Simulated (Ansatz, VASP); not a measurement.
# Ni in VASP and in Ansatz

```
Ni
1.0
     0.00000    2.61638    2.61638
     2.61638    0.00000    2.61638
     2.61638    2.61638    0.00000
Ni
2
Direct
  0.12500 0.12500 0.12500
  0.87500 0.87500 0.87500
```

Alike in both runs: task single point; functional PBE; k mesh 17 × 17 × 17; occupations fermi-dirac, width 0.05 eV; collinear spin.

```csv
,VASP,Ansatz
version,VASP 6.6.1,Ansatz 0.2.0
potentials or method,"VASP PAW PBE potentials, release 64 (Ni), cutoff 520 eV","plane waves (420 eV) with PAW, scalar-relativistic"
valence electrons in the cell,20,36
```

Ansatz gave:

- pressure (GPa): -5.8
- net moment per atom (μB): 0.81
- size of the moment on the site where the two differ most (μB): 0.85

Question: Estimate VASP's values.

Answer: Pressure (GPa): -5.4; net moment per atom (μB): 0.80; size of the moment on the site where the two differ most (μB): 0.81.

Site moments also hang on the region over which each program counts them. VASP's potentials hold 20 valence electrons a cell and Ansatz's 36, so a difference there can come from the potentials and not from the codes.
